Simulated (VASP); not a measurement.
## BP: relaxation of cell and atoms with PBEsol-based screened hybrid

BP:

```
CELL_PARAMETERS angstrom
0.00000 2.26900 2.26900
2.26900 0.00000 2.26900
2.26900 2.26900 0.00000
ATOMIC_POSITIONS crystal
P 0.75000 0.75000 0.75000
B 0.00000 0.00000 0.00000
```

```yaml
Program: VASP 6.6.1
Task: relaxation of cell and atoms
Functional: PBEsol-based screened hybrid
Potentials_or_basis: VASP PAW PBE potentials, release 64 (P, B)
Cutoff: 600 eV
k_mesh: 5 × 5 × 5
Occupations: fermi-dirac, width 0.05 eV
Spin: no spin polarisation
Dipole_correction: no
Grid_for_exact_exchange_PRECFOCK: Normal
Share_of_exact_exchange: 0.25
Further_INCAR_settings: ALGO = Normal; EDIFF = 1e-06; IBRION = 2; EDIFFG = -0.01; NSW = 60; ISIF = 3
Screening_parameter: 0.207 1/Å
```

- Relaxed volume: 11.44 Å³/atom
- Relaxed cell: a = 3.187 Å, b = 3.187 Å, c = 3.187 Å, α = 60.00°, β = 60.00°, γ = 60.00°
- Space group after relaxing (to 0.05 Å): F-43m (No. 216)
- Energy gained by relaxing: 2.7 meV/atom
- Ionic steps: 3
- Pressure after relaxing: 0.0 GPa
- Band gap on the k mesh: 1.89 eV, indirect (least direct gap 4.35 eV)

Step by step:
```
step  energy change (eV)  largest force (eV/Å)  pressure (GPa)  volume (Å³)
   1              0.0000                0.0000           -3.56        23.36
   2             -0.0016                0.0000            3.16        22.50
   3             -0.0054                0.0000            0.00        22.89
```

Final structure:
```cif
data_structure
_symmetry_space_group_name_H-M 'P 1'
_symmetry_Int_Tables_number 1
_cell_length_a 3.1870
_cell_length_b 3.1870
_cell_length_c 3.1870
_cell_angle_alpha 60.000
_cell_angle_beta 60.000
_cell_angle_gamma 60.000
_cell_volume 22.89
loop_
_atom_site_label
_atom_site_type_symbol
_atom_site_fract_x
_atom_site_fract_y
_atom_site_fract_z
_atom_site_occupancy
P1 P 0.75000 0.75000 0.75000 1
B1 B 0.00000 0.00000 0.00000 1
```

Levels at points of the mesh, in eV from the valence-band top:
```tsv
k point	band 1	band 2	band 3	band 4	band 5	band 6	band 7	band 8
(0.00, 0.00, 0.00)	-17.30	0.00	0.00	0.00	4.35	4.35	4.35	9.00
```

It used 710 s of CPU time on 1 thread of AMD EPYC 7R13 Processor (Zen 3), on a shared host.

Caveat: the k points lie up to 0.48 Å⁻¹ apart in the final cell; the PAW data sets were made with another functional, which shifts forces and pressure a little. A k mesh can miss the band edges.
